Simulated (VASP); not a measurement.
# TaN (P-62m) in VASP: further runs, part 2 of 2

VASP 6.6.1.

**3. Single point, PBEsol (biaxial strain in the a-b plane: -3.0 %)**

Contents of INCAR:

```
SYSTEM = TaN
PREC = Accurate
ENCUT = 520
EDIFF = 1E-7
ISMEAR = 0
SIGMA = 0.1
LREAL = .FALSE.
LASPH = .TRUE.
NELM = 60
ALGO = Normal
ISIF = 2
LWAVE = .FALSE.
LCHARG = .TRUE.
GGA = PS
LELF = .TRUE.
LVHAR = .TRUE.
NBANDS = 33
```

Contents of KPOINTS:

```
regular mesh
0
G
  12 12 12
  0 0 0
```

Contents of POSCAR:

```
TaN
1.0
    5.0235532427      0.0000000000      0.0000000000
   -2.5117766214      4.3505247255      0.0000000000
    0.0000000000      0.0000000000      2.9481252301
Ta N
3 3
Direct
    0.3333333333      0.6666666667      0.5000000000
    0.6666666667      0.3333333333      0.5000000000
    0.0000000000      0.0000000000      0.0000000000
    0.3963345972      0.0000000000      0.0000000000
    0.6036654028      0.6036654028      0.0000000000
    0.0000000000      0.3963345972      0.0000000000
```

Potentials or basis: VASP PAW PBE potentials, release 64 (Ta_pv, N).

Run with:

```sh
$ cat potpaw_PBE.64/Ta_pv/POTCAR potpaw_PBE.64/N/POTCAR > POTCAR
$ mpirun -np 1 vasp_std > vasp.out
```

OUTCAR:

```text
SYSTEM = TaN
   PREC = Accurate
   ENCUT = 520
   EDIFF = 1E-7
   ISMEAR = 0
   LREAL = .FALSE.
   LASPH = .TRUE.
   NELM = 60
   ISIF = 2
   GGA = PS

 ion  position               nearest neighbor table
   1  0.333  0.667  0.500-   4 2.13   4 2.13   6 2.13   6 2.13   5 2.13   5 2.13   2 2.90   2 2.90
                             2 2.90   3 3.25   3 3.25   3 3.25   3 3.25   3 3.25   3 3.25
   2  0.667  0.333  0.500-   6 2.13   6 2.13   4 2.13   4 2.13   5 2.13   5 2.13   1 2.90   1 2.90
                             1 2.90   3 3.25   3 3.25   3 3.25   3 3.25   3 3.25   3 3.25
   3  0.000  0.000  0.000-   4 1.99   5 1.99   6 1.99   2 3.25   1 3.25   1 3.25   2 3.25   2 3.25
                             2 3.25   1 3.25   1 3.25   2 3.25   2 3.25   1 3.25   1 3.25
   4  0.396  0.000  0.000-   3 1.99   1 2.13   1 2.13   2 2.13   2 2.13
   5  0.604  0.604  0.000-   3 1.99   1 2.13   1 2.13   2 2.13   2 2.13
   6  0.000  0.396  0.000-   3 1.99   2 2.13   2 2.13   1 2.13   1 2.13

  LATTYP: Found a hexagonal cell.
 ALAT       =     5.0235532427
 C/A-ratio  =     0.5868605522

  Lattice vectors:

 A1 = (   5.0235532427,   0.0000000000,   0.0000000000)
 A2 = (  -2.5117766214,   4.3505247255,   0.0000000000)
 A3 = (   0.0000000000,   0.0000000000,   2.9481252301)

Analysis of symmetry for initial positions (statically):
=====================================================================
 Subroutine PRICEL returns:
 Original cell was already a primitive cell.

 Routine SETGRP: Setting up the symmetry group for a
 hexagonal supercell.

 Subroutine GETGRP returns: Found 12 space group operations
 (whereof 12 operations were pure point group operations)
 out of a pool of 24 trial point group operations.

The static configuration has the point symmetry D_3h.

Analysis of symmetry for dynamics (positions and initial velocities):
=====================================================================
 Subroutine PRICEL returns:
 Original cell was already a primitive cell.

 Routine SETGRP: Setting up the symmetry group for a
 hexagonal supercell.

 Subroutine GETGRP returns: Found 12 space group operations
[... 136 lines left out ...]
   GGA     = PS    functional components
   LHFCALC =     F    Hartree Fock is set to
   AEXX    =    0.0000 exact exchange contribution
   IVDW    =     0    specifies the selected vdW correction
   LEPSILON=     F    determine dielectric tensor
   LRPA    =     F    only Hartree local field effects (RPA)
 non-spin polarized calculation
 Gauss-broadening in eV      SIGMA  =   0.10
  energy-cutoff  :      520.00
  volume of cell :       64.43
 maximum number of plane-waves:      1758
 NGX is ok and might be reduce to    40
   NGX = 19   NGY = 19   NGZ = 11

 number of electron      48.0000003 magnetization

 Free energy of the ion-electron system (eV)
  ---------------------------------------------------
  ext. energy  EPLUGINS =         0.00000000
  ---------------------------------------------------
  free energy    TOTEN  =       -71.15376092 eV

  energy without entropy =      -71.15190291  energy(sigma->0) =      -71.15283192

 E-fermi :   8.8363     XC(G=0): -13.4644

 val. band max:        8.8008292852   @ k =   0.1667   0.0833   0.1667
 cond. band min:       8.8441197768   @ k =   0.2500   0.0000   0.1667
 fundamental gap:      0.0432904915
 Fermi energy:         8.8363287645

 k-point     1 :       0.0000    0.0000    0.0000
  band No.  band energies     occupation
      1     -27.4174      2.00000
      2     -27.4174      2.00000
      3     -26.9903      2.00000
      4     -26.9903      2.00000
      5     -26.8660      2.00000
      6     -26.7045      2.00000
[... 853 lines left out ...]
     32      12.7199      0.00000
     33      12.9237      0.00000

 [... further k-points ...]

------------------------ aborting loop because EDIFF is reached ----------------------------------------

  FORCE on cell =-STRESS in cart. coord.  units (eV):
  Direction    XX          YY          ZZ          XY          YZ          ZX
  --------------------------------------------------------------------------------------
  -------------------------------------------------------------------------------------
  Total        9.6958136      9.6958136      0.0620960     -0.0000000      0.0000000      0.0000000
  in kB      241.0994733    241.0994733      1.5441019     -0.0000000      0.0000000      0.0000000
  external PRESSURE =     161.2476828 kB  Pullay stress =       0.0000000 kB

 VOLUME and BASIS-vectors are now :
 -----------------------------------------------------------------------------
  energy-cutoff  :      520.00
  volume of cell :       64.43
      direct lattice vectors                 reciprocal lattice vectors
     5.023553243  0.000000000  0.000000000     0.199062288  0.114928665  0.000000000
    -2.511776621  4.350524725  0.000000000     0.000000000  0.229857331  0.000000000
     0.000000000  0.000000000  2.948125230     0.000000000  0.000000000  0.339198617

 POSITION                                       TOTAL-FORCE (eV/Angst)
 -----------------------------------------------------------------------------------
     -0.00000      2.90035      1.47406        -0.000000      0.000000      0.000000
      2.51178      1.45017      1.47406        -0.000000      0.000000      0.000000
      0.00000      0.00000      0.00000        -0.000000      0.000000      0.000000
      1.99101      0.00000      0.00000         0.216869      0.000000      0.000000
      1.51627      2.62626      0.00000        -0.108435     -0.187814      0.000000
     -0.99550      1.72426      0.00000        -0.108435      0.187814      0.000000
 -----------------------------------------------------------------------------------
    total drift:                                0.000000      0.000001     -0.000000

  FREE ENERGIE OF THE ION-ELECTRON SYSTEM (eV)
  ---------------------------------------------------
  free  energy   TOTEN  =       -71.1537609195 eV

  energy  without entropy=      -71.1519029147  energy(sigma->0) =      -71.15283192
```

It took 6.7 min on 1 thread of Intel Xeon 8259CL, shared host; peak memory 0.35 GiB.

Results:

| Quantity | Value |
| --- | --- |
| Free energy | -71.1538 eV |
| Pressure | 16.1 GPa |
| Largest force | 0.217 eV/Å |
| Band gap on the k mesh | zero (bands 24 and 25 overlap by 2.69 eV) |

Forces on the atoms (eV/Å):
```
Ta   0.000  0.000  0.000
Ta   0.000  0.000  0.000
Ta   0.000  0.000  0.000
N    0.217  0.000  0.000
N   -0.108 -0.188  0.000
N   -0.108  0.188  0.000
```

Caveat: the cell differs from its parent crystal (biaxial strain in the a-b plane: -3.0 %); the cell stands under pressure; the PAW data sets were made with another functional, which shifts forces and pressure a little; spin-orbit coupling is left out, which moves the levels of the heavy elements.

**4. Single point, PBEsol (biaxial strain in the a-b plane: -2.0 %, then relaxed in part)**

Contents of INCAR:

```
SYSTEM = TaN
  ALGO = Normal
  EDIFF = 1E-6
  ENCUT = 520
  GGA = PS
  ISIF = 2
  ISMEAR = 0
  LASPH = .True.
  LCHARG = .True.
  LELF = .True.
  LREAL = .False.
  LVHAR = .True.
  LWAVE = .False.
  NBANDS = 33
  NELM = 100
  PREC = Accurate
  SIGMA = 0.1
```

Contents of KPOINTS:

```
k-points
0
Gamma
  12 12 12
  0 0 0
```

Edit POSCAR of step 3 so:

```diff
@@ -2,5 +2,5 @@
 1.0
-    5.0235532427      0.0000000000      0.0000000000
-   -2.5117766214      4.3505247255      0.0000000000
-    0.0000000000      0.0000000000      2.9481252301
+    5.0753424514      0.0000000000      0.0000000000
+   -2.5376712257      4.3953754958      0.0000000000
+    0.0000000000      0.0000000000      2.9279313978
 Ta N
```

Run with:

```sh
$ cat potpaw_PBE.64/Ta_pv/POTCAR potpaw_PBE.64/N/POTCAR > POTCAR
$ mpirun -np 1 vasp_std > vasp.out
```

Wall time 5.3 min (1 thread of Intel Xeon 8259CL, shared host); peak memory 0.35 GiB.

It converged, with:

```
Free energy            : -71.3178 eV
Pressure               : 10.8 GPa
Largest force          : 0.017 eV/Å
Band gap on the k mesh : zero (bands 24 and 25 overlap by 2.97 eV)
```

Forces in eV/Å, atoms in the order of the input:
```
Ta   0.000  0.000  0.000
Ta   0.000  0.000  0.000
Ta   0.000  0.000  0.000
N    0.017  0.000  0.000
N   -0.009 -0.015  0.000
N   -0.009  0.015  0.000
```

Stress tensor (GPa, compression positive):
```
15.66  0.00  0.00
 0.00 15.66  0.00
 0.00  0.00  0.96
```

Levels at points of the mesh, in eV from the Fermi level:
| k point | band 22 | band 23 | band 24 | band 25 | band 26 | band 27 |
| --- | --- | --- | --- | --- | --- | --- |
| (0.00, 0.00, 0.00) | -3.62 | -1.80 | -0.96 | -0.96 | 0.24 | 0.24 |
| (0.50, 0.00, 0.00) | -3.85 | -2.85 | -2.68 | 1.07 | 1.70 | 1.96 |
| (0.00, 0.00, 0.50) | -3.11 | -3.11 | 1.57 | 2.11 | 2.11 | 2.34 |
| (0.50, 0.00, 0.50) | -3.50 | -2.21 | -0.98 | 0.50 | 1.44 | 3.26 |

Caveat: the cell differs from its parent crystal (biaxial strain in the a-b plane: -2.0 %, then relaxed in part); the cell stands under pressure; the PAW data sets were made with another functional, which shifts forces and pressure a little; spin-orbit coupling is left out, which moves the levels of the heavy elements.

**5. Summary**

```tsv
cell	gap on the mesh (eV)	pressure (GPa)	largest force (eV/Å)
a = 5.024, b = 5.024, c = 2.945 Å, angles 90.0, 90.0, 120.0°, 6 atoms, atomic positions A	none	16.2	0.02
a = 5.024, b = 5.024, c = 2.948 Å, angles 90.0, 90.0, 120.0°, 6 atoms, atomic positions B	none	16.1	0.22
a = 5.075, b = 5.075, c = 2.928 Å, angles 90.0, 90.0, 120.0°, 6 atoms, atomic positions B	none	10.8	0.02
```

Alike in all rows: task single point; level PBEsol; potentials or basis VASP PAW PBE potentials, release 64 (Ta_pv, N); no spin polarisation; k mesh 12 × 12 × 12; cutoff (eV) 520; smearing gaussian 0.1 eV.

Caveats: the cell stands under pressure; the PAW data sets were made with another functional, which shifts forces and pressure a little; spin-orbit coupling is left out, which moves the levels of the heavy elements.

Total energies depend on the potentials used, so only differences within one code and one set of settings carry meaning.
